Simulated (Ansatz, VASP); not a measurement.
One calculation of Al6H, two programs

Contents of INCAR:

```
SYSTEM = Al6H
PREC     = Accurate       ! precision mode
ENCUT    = 520            ! plane-wave cutoff, eV
EDIFF    = 1E-6           ! SCF threshold, eV
ISMEAR   = 0              ! smearing method
SIGMA    = 0.1            ! smearing width, eV
LREAL    = .FALSE.        ! projectors in reciprocal space
LASPH    = .TRUE.         ! aspherical terms in the spheres
NELM     = 60             ! most SCF steps
ALGO     = Normal         ! electronic algorithm
ISIF     = 2              ! what is computed and relaxed
LWAVE    = .FALSE.        ! write WAVECAR
LCHARG   = .TRUE.         ! write CHGCAR
LDIPOL   = .TRUE.       
IDIPOL   = 3            
DIPOL    = 0.5 0.5 0.295
GGA      = PE             ! functional
LELF     = .TRUE.         ! ELF
LVHAR    = .TRUE.       
LVACPOTAV= .TRUE.       
NBANDS   = 32             ! bands
```

File KPOINTS:

```
Automatic mesh
0
G
  5 5 1
  0 0 0
```

The input POSCAR:

```
Al6H
1.0
    5.7135165837      0.0000000000      0.0000000000
    0.0000000000      5.7135165837      0.0000000000
    0.0000000000      0.0000000000     22.1746954375
Al H
12 2
Direct
    0.2500000000      0.2500000000      0.1803857921
    0.2500000000      0.7500000000      0.1803857921
    0.7500000000      0.2500000000      0.1803857921
    0.7500000000      0.7500000000      0.1803857921
    0.0000000000      0.0000000000      0.2744050924
    0.0000000000      0.5000000000      0.2744050924
    0.5000000000      0.0000000000      0.2744050924
    0.5000000000      0.5000000000      0.2744050924
    0.2500000000      0.2500000000      0.3686497278
    0.2500000000      0.7500000000      0.3686497278
    0.7500000000      0.2500000000      0.3686497278
    0.7500000000      0.7500000000      0.3686497278
    0.0000000000     -0.2319062141      0.4178048562
    0.0000000000      0.2319062141      0.4178048562
```

Input for Ansatz:

```yaml
crystal:
  lattice:
    - [5.7135165837, 0.0, 0.0]
    - [0.0, 5.7135165837, 0.0]
    - [0.0, 0.0, 22.1746954375]
  atoms:
    - { symbol: Al, position: [0.25, 0.25, 0.1803857921] }
    - { symbol: Al, position: [0.25, 0.75, 0.1803857921] }
    - { symbol: Al, position: [0.75, 0.25, 0.1803857921] }
    - { symbol: Al, position: [0.75, 0.75, 0.1803857921] }
    - { symbol: Al, position: [0.0, 0.0, 0.2744050924] }
    - { symbol: Al, position: [0.0, 0.5, 0.2744050924] }
    - { symbol: Al, position: [0.5, 0.0, 0.2744050924] }
    - { symbol: Al, position: [0.5, 0.5, 0.2744050924] }
    - { symbol: Al, position: [0.25, 0.25, 0.3686497278] }
    - { symbol: Al, position: [0.25, 0.75, 0.3686497278] }
    - { symbol: Al, position: [0.75, 0.25, 0.3686497278] }
    - { symbol: Al, position: [0.75, 0.75, 0.3686497278] }
    - { symbol: H, position: [0.0, -0.2319062141, 0.4178048562] }
    - { symbol: H, position: [0.0, 0.2319062141, 0.4178048562] }
basis:
  ecutwfc: 420
kpoints:
  mp_grid: { grid: [5, 5, 1] }
hamiltonian:
  xc: pbe
  pseudopotentials: { kind: paw, azcp: { folder: soft_1 } }
scf:
  occupations: { method: gaussian, width: 0.1 }
output:
  forces: true
  eigenvalues: true
efield:
  axis: 3
  dipole_correction: true
  ramp_width: 0.04
```

Alike in both runs: task single point; functional PBE; k mesh 5 × 5 × 1; occupations gaussian, width 0.1 eV; no spin polarisation.

```csv
,VASP,Ansatz
version,VASP 6.6.1,Ansatz 0.2.0
potentials or method,"VASP PAW PBE potentials, release 64 (Al, H), cutoff 520 eV","scalar-relativistic, plane waves, PAW"
valence electrons in the cell,38,38
```

```tsv
	VASP	Ansatz	Ansatz less VASP
gap on the k mesh at the Fermi level (eV)	none	none	-
rms of the force components (eV/Å)	0.100	0.100	-0.0002
work function, face that differs most (eV)	4.24	4.24	-0.002
```

Atom by atom the forces differ by 0.001 eV/Å (rms over components). A gap of «none» marks a metal or a gap that the smearing closes. The functional is the same, so the differences come from potentials, cutoffs and numerics.
